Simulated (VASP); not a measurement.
Write the native input for VASP 6.6.1 that does the following.

```
Task                   : electric field gradients
Functional             : LDA
Potentials or basis    : VASP PAW LDA potentials, release 64 (La, Tl_d)
Cutoff                 : 520 eV
k mesh                 : 8 × 8 × 8
Occupations            : fermi-dirac, width 0.08 eV
Spin                   : no spin polarisation
Dipole correction      : no
Further INCAR settings : ALGO = Normal; EDIFF = 1e-08; NBANDS = 31
```

The structure of La3Tl lies in POSCAR:

```
La3Tl
1.0
    5.0600000000     -0.0253000000     -0.0253000000
   -0.0253000000      5.0600000000     -0.0253000000
   -0.0253000000     -0.0253000000      5.0600000000
La Tl
3 1
Direct
    0.0000000000      0.5000000000      0.5000000000
    0.5000000000      0.0000000000      0.5000000000
    0.5000000000      0.5000000000      0.0000000000
    0.0000000000      0.0000000000      0.0000000000
```

This cell differs from its parent crystal: equal xy, yz and zx shear strains of -1 %.

The input as run:

INCAR

```
SYSTEM = La3Tl
  PREC = Accurate
  ENCUT = 520
  EDIFF = 1E-8
  ISMEAR = -1
  SIGMA = 0.08
  LREAL = .False.
  LASPH = .True.
  NELM = 100
  ALGO = Normal
  ISIF = 2
  LWAVE = .False.
  LCHARG = .False.
  LEFG = .True.
  NBANDS = 31
```

KPOINTS

```
regular mesh
0
Gamma
  8 8 8
  0 0 0
```

Potentials or basis: VASP PAW LDA potentials, release 64 (La, Tl_d).

Launch:

```sh
$ cat potpaw_LDA.64/La/POTCAR potpaw_LDA.64/Tl_d/POTCAR > POTCAR
$ mpirun -np 1 vasp_std > vasp.out
```

Results of the run:

| Property | Result |
| --- | --- |
| Pressure | -3.6 GPa |
| Band gap on the k mesh | zero (bands 23 and 24 overlap by 1.04 eV) |
| Largest electric field gradient by atom | La +127.8; Tl -12.9 V/Å² |

Caveat: the cell differs from its parent crystal (equal xy, yz and zx shear strains of -1 %); the cell stands under tension; without QUAD_EFG the Cq values of the log hold for a quadrupole moment of 1 mb, not for the nuclei; spin-orbit coupling is left out, which moves the levels of the heavy elements.

Run time: 4.1 min on 1 thread of Intel(R) Xeon(R) Platinum 8488C (Sapphire Rapids) (shared host), peak memory 0.38 GiB.
